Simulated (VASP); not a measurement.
Crystal: Ca2Zr.

```xyz
3
Lattice="0.0000 3.2888 3.2888 3.2888 0.0000 3.2888 3.2888 3.2888 0.0000" Properties=species:S:1:pos:R:3 pbc="T T T"
Ca    1.6444    1.6444    1.6444
Ca    4.9331    4.9331    4.9331
Zr    0.0000    0.0000    0.0000
```

| Property | Result |
| --- | --- |
| Program | VASP 6.6.1 |
| Task | relaxation of cell and atoms |
| Functional | PBE |
| Potentials or basis | VASP PAW PBE potentials, release 64 (Ca_sv, Zr_sv) |
| Cutoff | 600 eV |
| k mesh | 4 × 4 × 4 |
| Occupations | gaussian, width 0.1 eV |
| Spin | no spin polarisation |

At the start: pressure 22.6 GPa; volume 23.71 Å³/atom.

**Question.** Where does the relaxation end?

**Answer.** Over 4 steps the energy falls by 871.6 meV/atom and the volume is 41.04 Å³/atom (+73.1 %); space group Fm-3m (No. 225, to 0.05 Å).

The path:
```
step  energy change (eV)  largest force (eV/Å)  pressure (GPa)  volume (Å³)
   1              0.0000                0.0000           22.62        71.14
   2             -2.5429                0.0000            2.20       111.49
   3             -2.5904                0.0000           -1.06       129.99
   4             -2.6149                0.0000           -0.06       123.13
```

Final structure:
```
Ca Zr
1.0
     0.00000    3.94863    3.94863
     3.94863    0.00000    3.94863
     3.94863    3.94863    0.00000
Ca Zr
2 1
Cartesian
  1.9743 1.9743 1.9743
  5.9229 5.9229 5.9229
  0.0000 0.0000 0.0000
```

Caveat: the k points lie up to 0.34 Å⁻¹ apart in the final cell; the volume moved by over 15 % at a fixed basis, so the end points are rough.
